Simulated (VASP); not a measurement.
# Si2Mo (I4/mmm) in VASP: notebook

Si2Mo is run at these levels: PBE; tasks: single point.

Everything below comes from runs of VASP 6.6.1. Logs are shortened: lines on timing, memory, paths and dates and some standing lists are left out, and cuts for length are marked.

### 1 The cell of the first run

Symmetry: I4/mmm, No. 139, tetragonal system. Conventional cell: a = 2.952 Å, b = 2.952 Å, c = 7.366 Å, α = 90.00°, β = 90.00°, γ = 90.00°. Si (site symmetry 4mm) has 9 Si at 2.41 to 2.95 Å and 5 Mo at 2.43 to 2.45 Å within 3.2 Å. Mo (site symmetry 4/mmm) has 10 Si at 2.43 to 2.45 Å and 4 Mo at 2.95 Å within 3.2 Å.

### 2 Single point, PBE (10.70 Å³/atom)

The input, INCAR:

```
  PREC = Accurate
  ENCUT = 520
  EDIFF = 1E-6
  ISMEAR = -1
  SIGMA = 0.05
  LREAL = False
  LASPH = True
  NELM = 80
  ALGO = Normal
  ISIF = 2
  LWAVE = False
  LCHARG = True
  GGA = PE
  LELF = True
  LVHAR = True
  NBANDS = 18
```

The input, KPOINTS:

```
regular mesh
0
Gamma
  16 16 16
```

The input, POSCAR:

```
Si2Mo
1.0
   -1.4761561721      1.4761561721      3.6828780317
    1.4761561721     -1.4761561721      3.6828780317
    1.4761561721      1.4761561721     -3.6828780317
Si Mo
2 1
Direct
    0.6678657793      0.6678657793      0.0000000000
    0.3321342207      0.3321342207      0.0000000000
    0.0000000000      0.0000000000      0.0000000000
```

Potentials or basis: VASP PAW PBE potentials, release 64 (Si, Mo_sv).

Run with:

```sh
cat potpaw_PBE.64/Si/POTCAR potpaw_PBE.64/Mo_sv/POTCAR > POTCAR
mpirun -np 1 vasp_std > vasp.out
```

OUTCAR:

```text
PREC = Accurate
   ENCUT = 520
   EDIFF = 1E-6
   ISMEAR = -1
   LREAL = False
   LASPH = True
   NELM = 80
   ISIF = 2
   GGA = PE

 ion  position               nearest neighbor table
   1  0.668  0.668  0.000-   2 2.41   2 2.41   2 2.41   2 2.41   3 2.43   3 2.43   3 2.43   3 2.43
                             3 2.45   2 2.47
   2  0.332  0.332  0.000-   1 2.41   1 2.41   1 2.41   1 2.41   3 2.43   3 2.43   3 2.43   3 2.43
                             3 2.45   1 2.47
   3  0.000  0.000  0.000-   1 2.43   1 2.43   1 2.43   2 2.43   1 2.43   2 2.43   2 2.43   2 2.43
                             1 2.45   2 2.45

  LATTYP: Found a body centered tetragonal cell.
 ALAT       =     2.9523123442
 C/A-ratio  =     2.4949108376

  Lattice vectors:

 A1 = (  -1.4761561721,   1.4761561721,   3.6828780317)
 A2 = (   1.4761561721,  -1.4761561721,   3.6828780317)
 A3 = (   1.4761561721,   1.4761561721,  -3.6828780317)

Analysis of symmetry for initial positions (statically):
=====================================================================
 Subroutine PRICEL returns:
 Original cell was already a primitive cell.

 Routine SETGRP: Setting up the symmetry group for a
 body centered tetragonal supercell.

 Subroutine GETGRP returns: Found 16 space group operations
 (whereof 16 operations were pure point group operations)
 out of a pool of 16 trial point group operations.

The static configuration has the point symmetry D_4h.

Analysis of symmetry for dynamics (positions and initial velocities):
=====================================================================
 Subroutine PRICEL returns:
 Original cell was already a primitive cell.

 Routine SETGRP: Setting up the symmetry group for a
 body centered tetragonal supercell.

 Subroutine GETGRP returns: Found 16 space group operations
 (whereof 16 operations were pure point group operations)
 out of a pool of 16 trial point group operations.

The dynamic configuration has the point symmetry D_4h.

 Subroutine INISYM returns: Found 16 space group operations
 (whereof 16 operations are pure point group operations),
 and found     1 'primitive' translations

----------------------------------------------------------------------------------------

                                     Primitive cell

  volume of cell :      32.1005

  direct lattice vectors                    reciprocal lattice vectors
    -1.476156172  1.476156172  3.682878032     0.000000000  0.338717549  0.135763388
     1.476156172 -1.476156172  3.682878032     0.338717549  0.000000000  0.135763388
     1.476156172  1.476156172 -3.682878032     0.338717549  0.338717549  0.000000000

  length of vectors
     4.233398716  4.233398716  4.233398716     0.364912695  0.364912695  0.479018951

  position of ions in fractional coordinates (direct lattice)
     0.667865779  0.667865779  0.000000000
     0.332134221  0.332134221  0.000000000
     0.000000000  0.000000000  0.000000000

  ion indices of the primitive-cell ions
   primitive index   ion index
                 1           1
                 2           2
                 3           3

----------------------------------------------------------------------------------------

 KPOINTS: regular mesh

Automatic generation of k-mesh.
 Grid dimensions read from file:
 generate k-points for:   16   16   16

 Generating k-lattice:

  Cartesian coordinates                     Fractional coordinates (reciprocal lattice)
     0.000000000  0.021169847  0.008485212     0.062500000  0.000000000  0.000000000
     0.021169847  0.000000000  0.008485212     0.000000000  0.062500000  0.000000000
     0.021169847  0.021169847  0.000000000     0.000000000  0.000000000  0.062500000

  Length of vectors
     0.022807043  0.022807043  0.029938684

  Shift w.r.t. Gamma in fractional coordinates (k-lattice)
     0.000000000  0.000000000  0.000000000

 Subroutine IBZKPT returns following result:
 ===========================================

 Found    349 irreducible k-points:

 Following reciprocal coordinates:
            Coordinates               Weight
  0.000000  0.000000  0.000000      1.000000
  0.062500  0.000000  0.000000      8.000000
  0.125000  0.000000  0.000000      8.000000
  0.187500  0.000000  0.000000      8.000000
  0.250000  0.000000  0.000000      8.000000
  0.312500  0.000000  0.000000      8.000000
[... 16 lines left out ...]
 -0.125000  0.062500  0.000000     16.000000
 -0.062500  0.062500  0.000000      4.000000
 [... further k-points ...]
   k-points           NKPTS =    349   k-points in BZ     NKDIM =    349   number of bands    NBANDS=     18
   number of dos      NEDOS =    301   number of ions     NIONS =      3
   total plane-waves  NPLWV =  32768
   dimension x,y,z NGX =    32 NGY =   32 NGZ =   32
   dimension x,y,z NGXF=    64 NGYF=   64 NGZF=   64
   ions per type =               2   1
   NGX,Y,Z   is equivalent  to a cutoff of  12.57, 12.57, 12.57 a.u.
   NGXF,Y,Z  is equivalent  to a cutoff of  25.13, 25.13, 25.13 a.u.
 SYSTEM =  unknown system
   PREC   = accura    normal or accurate (medium, high low for compatibility)
   ISTART =      0    job   : 0-new  1-cont  2-samecut
   ICHARG =      2    charge: 1-file 2-atom 10-const
   ISPIN  =      1    spin polarized calculation?
   LNONCOLLINEAR =      F non collinear calculations
   LSORBIT =      F    spin-orbit coupling
   LASPH  =      T    aspherical Exc in radial PAW
   ENCUT  =  520.0 eV  38.22 Ry    6.18 a.u.   7.87  7.87  7.87*2*pi/ulx,y,z
   NELM   =     80;   NELMIN=  2; NELMDL= -5     # of ELM steps
   EDIFF  = 0.1E-05   stopping-criterion for ELM
   LREAL  =      F    real-space projection
   EDIFFG = 0.1E-04   stopping-criterion for IOM
   NSW    =      0    number of steps for IOM
   IBRION =     -1    ionic relax: 0-MD 1-quasi-New 2-CG
   NFREE  =      0    steps in history (QN), initial steepest desc. (CG)
   ISIF   =      2    stress and relaxation
   ISYM   =      2    0-nonsym 1-usesym 2-fastsym
   POTIM  = 0.5000    time-step for ionic-motion
   TEBEG  =    0.0;   TEEND  =   0.0 temperature during run
   PSTRESS=    0.0 pullay stress
   NELECT =      22.0000    total number of electrons
   NUPDOWN=      -1.0000    fix difference up-down
   EMIN   =  10.00;   EMAX   =-10.00  energy-range for DOS
   EFERMI =   0.00;   METHOD = LEGACY
   ISMEAR =    -1;   SIGMA  =   0.05  broadening in eV -4-tet -1-fermi 0-gaus
   EFERMI_NEDOS =   21; number of points for ismear=-14 and -15
   IALGO  =     38    algorithm
   IMIX   =      4    mixing-type and parameters
     AMIX     =   0.40;   BMIX     =  1.00
     AMIX_MAG =   1.60;   BMIX_MAG =  1.00
  volume/ion in A,a.u.               =      10.70        72.21
  Fermi-wavevector in a.u.,A,eV,Ry     =   1.443372  2.727578 28.345344  2.083324
  Thomas-Fermi vector in A             =   2.561787
   LORBIT       =      0    0 simple, 1 ext, 2 COOP (PROOUT), +10 PAW based schemes
   GGA     = PE    functional components
   LHFCALC =     F    Hartree Fock is set to
   AEXX    =    0.0000 exact exchange contribution
   IVDW    =     0    specifies the selected vdW correction
   LEPSILON=     F    determine dielectric tensor
   LRPA    =     F    only Hartree local field effects (RPA)
 non-spin polarized calculation
  energy-cutoff  :      520.00
  volume of cell :       32.10
 maximum number of plane-waves:       890
   NGX = 15   NGY = 15   NGZ = 15

 number of electron      22.0000000 magnetization

 Free energy of the ion-electron system (eV)
  ---------------------------------------------------
  ext. energy  EPLUGINS =         0.00000000
  ---------------------------------------------------
  free energy    TOTEN  =       -21.46555467 eV

  energy without entropy =      -21.46349778  energy(sigma->0) =      -21.46452622

 E-fermi :  15.9829     XC(G=0): -13.5400

 val. band max:       15.9825033214   @ k =  -0.3750   0.5000   0.3750
 cond. band min:      16.0229983287   @ k =  -0.0625   0.0625   0.0000
 fundamental gap:      0.0404950073
 Fermi energy:        15.9828640078

 k-point     1 :       0.0000    0.0000    0.0000
  band No.  band energies     occupation
      1     -44.4997      2.00000
      2     -18.8873      2.00000
      3     -18.5666      2.00000
      4     -18.5666      2.00000
      5       0.6595      2.00000
      6       8.1074      2.00000
[... 10 lines left out ...]
     17      22.3683      0.00000
     18      22.3683      0.00000

 k-point     2 :       0.0625    0.0000    0.0000
  band No.  band energies     occupation
      1     -44.4976      2.00000
      2     -18.8855      2.00000
      3     -18.5913      2.00000
      4     -18.5643      2.00000
      5       0.7479      2.00000
      6       8.1493      2.00000
[... 10 lines left out ...]
     17      22.4333      0.00000
     18      22.8638      0.00000

 k-point     3 :       0.1250    0.0000    0.0000
  band No.  band energies     occupation
      1     -44.4915      2.00000
      2     -18.8802      2.00000
      3     -18.6610      2.00000
      4     -18.5578      2.00000
      5       1.0089      2.00000
      6       8.2565      2.00000
[... 10 lines left out ...]
     17      22.8354      0.00000
     18      23.8214      0.00000

 k-point     4 :       0.1875    0.0000    0.0000
  band No.  band energies     occupation
      1     -44.4823      2.00000
      2     -18.8724      2.00000
      3     -18.7638      2.00000
      4     -18.5480      2.00000
      5       1.4307      2.00000
      6       8.3509      2.00000
[... 375 lines left out ...]
      4     -18.5717      2.00000
      5       1.4414      2.00000
      6       8.5992      2.00000
[... 10 lines left out ...]
     17      23.3630      0.00000
     18      25.0166      0.00000

 k-point    23 :      -0.1250    0.0625    0.0000
  band No.  band energies     occupation
      1     -44.4894      2.00000
      2     -18.8756      2.00000
      3     -18.6586      2.00000
      4     -18.5818      2.00000
      5       1.0442      2.00000
      6       8.4283      2.00000
[... 10 lines left out ...]
     17      22.6381      0.00000
     18      23.9367      0.00000

 k-point    24 :      -0.0625    0.0625    0.0000
  band No.  band energies     occupation
      1     -44.4955      2.00000
      2     -18.8822      2.00000
      3     -18.5912      2.00000
      4     -18.5865      2.00000
      5       0.8097      2.00000
      6       8.2545      2.00000
[... 10 lines left out ...]
     17      22.4690      0.00000
     18      23.1035      0.00000

 [... further k-points ...]
[... 5 lines left out ...]
  --------------------------------------------------------------------------------------
  -------------------------------------------------------------------------------------
  Total       16.3949088     16.3949088     16.4147230      0.0000000     -0.0000000      0.0000000
  in kB      818.2907575    818.2907575    819.2797112      0.0000000     -0.0000000      0.0000000
  external PRESSURE =     818.6204087 kB  Pullay stress =       0.0000000 kB

 VOLUME and BASIS-vectors are now :
 -----------------------------------------------------------------------------
  energy-cutoff  :      520.00
  volume of cell :       32.10
      direct lattice vectors                 reciprocal lattice vectors
    -1.476156172  1.476156172  3.682878032     0.000000000  0.338717549  0.135763388
     1.476156172 -1.476156172  3.682878032     0.338717549  0.000000000  0.135763388
     1.476156172  1.476156172 -3.682878032     0.338717549  0.338717549  0.000000000

 POSITION                                       TOTAL-FORCE (eV/Angst)
 -----------------------------------------------------------------------------------
      0.00000      0.00000      4.91934         0.000000      0.000000      0.013122
      0.00000      0.00000      2.44642         0.000000      0.000000     -0.013122
      0.00000      0.00000      0.00000        -0.000000     -0.000000      0.000000
 -----------------------------------------------------------------------------------
    total drift:                               -0.000000      0.000000      0.000000

  FREE ENERGIE OF THE ION-ELECTRON SYSTEM (eV)
  ---------------------------------------------------
  free  energy   TOTEN  =       -21.4655546657 eV

  energy  without entropy=      -21.4634977830  energy(sigma->0) =      -21.46452622
```

Run time: 69 s. Hardware: 1 thread of Intel Xeon 6975P-C (Granite Rapids), shared host; peak memory 0.32 GiB.

Results:

- Free energy: -21.4656 eV
- Pressure: 81.9 GPa
- Largest force: 0.013 eV/Å
- Band gap on the k mesh: zero (bands 11 and 12 overlap by 1.24 eV)

Forces in eV/Å, atoms in the order of the input:
```
Si   0.000  0.000  0.013
Si   0.000  0.000 -0.013
Mo   0.000  0.000  0.000
```

Caveat: the cell stands under pressure.

### 3 Single point, PBE (10.70 Å³/atom)

The input, INCAR:

```
SYSTEM = Si2Mo
PREC = Accurate ; ENCUT = 520
EDIFF = 1E-6 ; ISMEAR = -1
SIGMA = 0.05 ; LREAL = .False.
LASPH = .True. ; NELM = 100
ALGO = Normal ; ISIF = 2
LWAVE = .False. ; LCHARG = .False.
GGA = PE ; NBANDS = 18
```

The input, KPOINTS:

```
regular mesh
0
Gamma
  16 16 16
  0 0 0
```

POSCAR is that of step 2.

Potentials or basis: VASP PAW PBE potentials, release 64 (Si, Mo_sv).

Run with:

```sh
cat potpaw_PBE.64/Si/POTCAR potpaw_PBE.64/Mo_sv/POTCAR > POTCAR
mpirun -np 1 vasp_std > vasp.out
```

It took 65 s on 1 thread of Intel Xeon 6975P-C (Granite Rapids), shared host; peak memory 0.32 GiB.

Results (log left out):

| Quantity | Value |
| --- | --- |
| Free energy | -21.4656 eV |
| Pressure | 81.9 GPa |
| Largest force | 0.013 eV/Å |
| Band gap on the k mesh | zero (bands 11 and 12 overlap by 1.24 eV) |

Forces on the atoms (eV/Å):
```
Si   0.000  0.000  0.013
Si   0.000  0.000 -0.013
Mo   0.000  0.000  0.000
```

Stress tensor (GPa, compression positive):
```
81.83  0.00  0.00
 0.00 81.83  0.00
 0.00  0.00 81.93
```

Levels at points of the mesh, in eV from the Fermi level:
| k point | band 7 | band 8 | band 9 | band 10 | band 11 | band 12 | band 13 | band 14 | band 15 | band 16 |
| --- | --- | --- | --- | --- | --- | --- | --- | --- | --- | --- |
| (0.00, 0.00, 0.00) | -4.26 | -3.31 | -3.28 | -3.28 | 0.63 | 2.14 | 4.59 | 4.59 | 4.77 | 5.22 |
| (0.50, 0.00, 0.00) | -5.96 | -5.04 | -3.56 | -3.13 | -0.83 | 3.23 | 3.54 | 4.50 | 5.83 | 6.20 |
| (0.50, 0.50, 0.00) | -6.73 | -5.40 | -5.16 | -4.21 | -0.89 | 3.35 | 3.75 | 3.83 | 3.88 | 5.14 |
| (0.50, 0.50, 0.50) | -4.92 | -3.11 | -0.82 | -0.82 | -0.34 | -0.34 | 0.84 | 5.32 | 5.89 | 8.21 |

Caveat: the cell stands under pressure.

### 4 Single point, PBE

This run uses another cell than the first one, of 13.38 Å³/atom.

The input, INCAR:

```
PREC = Accurate
ENCUT = 520
EDIFF = 1E-6
ISMEAR = -1
SIGMA = 0.05
LREAL = F
LASPH = T
NELM = 60
ALGO = Normal
ISIF = 2
LWAVE = F
LCHARG = F
GGA = PE
NBANDS = 18
```

The input, KPOINTS:

```
Automatic mesh
0
Gamma
  16 16 16
```

The input, POSCAR:

```
Si2Mo
1.0
   -1.5998054743      1.5998054743      3.9194723555
    1.5998054743     -1.5998054743      3.9194723555
    1.5998054743      1.5998054743     -3.9194723555
Si Mo
2 1
Direct
    0.6651147117      0.6651147117      0.0000000000
    0.3348852883      0.3348852883      0.0000000000
    0.0000000000      0.0000000000      0.0000000000
```

Run with:

```sh
cat potpaw_PBE.64/Si/POTCAR potpaw_PBE.64/Mo_sv/POTCAR > POTCAR
mpirun -np 1 vasp_std > vasp.out
```

Run time: 2.1 min. Hardware: 1 thread of Intel Xeon 6975P-C (Granite Rapids), shared host; peak memory 0.38 GiB.

It converged, with:

| Property | Result |
| --- | --- |
| Free energy | -23.2557 eV |
| Pressure | 3.4 GPa |
| Largest force | 0.007 eV/Å |
| Band gap on the k mesh | zero (bands 11 and 12 overlap by 0.97 eV) |

Forces on the atoms (eV/Å):
```
Si   0.000  0.000  0.007
Si   0.000  0.000 -0.007
Mo   0.000  0.000  0.000
```

Levels at points of the mesh, in eV from the Fermi level:
```
           k point  band 9  band 10  band 11  band 12  band 13  band 14
(0.00, 0.00, 0.00)   -2.62    -2.62     0.38     3.17     3.19     3.54
(0.50, 0.00, 0.00)   -2.57    -2.57    -0.50     2.28     3.11     4.09
(0.50, 0.50, 0.00)   -4.44    -3.05    -1.20     2.33     2.75     3.15
(0.50, 0.50, 0.50)   -0.57    -0.57    -0.48    -0.48     0.52     4.74
```

Caveat: the cell stands under pressure.
